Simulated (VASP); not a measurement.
The system is BaTe.

```
Ba Te
1.0
     0.00000    3.46028    3.46028
     3.46028    0.00000    3.46028
     3.46028    3.46028    0.00000
Ba Te
1 1
Direct
  0.00000 0.00000 0.00000
  0.50000 0.50000 0.50000
```

Base run:

```yaml
Program: VASP 6.6.1
Functional: PBE
Potentials_or_basis: VASP PAW PBE potentials, release 64 (Ba_sv, Te)
Cutoff: 520 eV
k_mesh: 6 × 6 × 6
Occupations: gaussian, width 0.01 eV
Spin: no spin polarisation
```

Its results: band gap on the k mesh 1.44 eV (least direct gap 1.82 eV); pressure 2.4 GPa.

The run is repeated on the same cell with these changes: functional from PBE to r2SCAN. What comes out?

Band gap on the k mesh 1.79 eV (least direct gap 2.18 eV); pressure 2.5 GPa.

Caveats: spin-orbit coupling is left out, which moves the levels of the heavy elements; the PAW data sets were made with another functional, which shifts forces and pressure a little (at least some runs).

A k mesh can miss the band edges.
